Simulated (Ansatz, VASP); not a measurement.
**MgZn2S3: VASP beside Ansatz**

```
Mg Zn S
1.0
     3.80802    0.00000    0.00000
    -1.90401    3.29784    0.00000
     0.00000    0.00000    9.32771
Mg Zn S
1 2 3
Direct
  0.00000 0.00000 0.00000
  0.66667 0.33333 0.33333
  0.33333 0.66667 0.66667
  0.66667 0.33333 0.08333
  0.33333 0.66667 0.41667
  0.00000 0.00000 0.75000
```

Alike in both runs: task single point; functional PBE; k mesh 6 × 6 × 2; occupations gaussian, width 0.1 eV; no spin polarisation.

```csv
,VASP,Ansatz
version,VASP 6.6.1,Ansatz 0.2.0
potentials or method,"VASP PAW PBE potentials, release 64 (Mg, Zn, S), cutoff 520 eV","scalar-relativistic, plane waves, PAW"
valence electrons in the cell,44,52
```

```tsv
	VASP	Ansatz	Ansatz less VASP
gap on the k mesh at the Fermi level (eV)	2.56	2.56	-0.004
least direct gap on the mesh (eV)	2.56	2.56	-0.004
pressure (GPa)	6.1	6.0	-0.08
traceless stress, the component that is largest in VASP (GPa)	-0.06	-0.06	-0.001
rms of the force components (eV/Å)	0.233	0.239	+0.0061
```

Atom by atom the forces differ by 0.006 eV/Å (rms over components). With one functional, cell and mesh, what is left measures potentials, basis and numerics. VASP's potentials hold 44 valence electrons a cell and Ansatz's 52, so a difference there can come from the potentials and not from the codes.
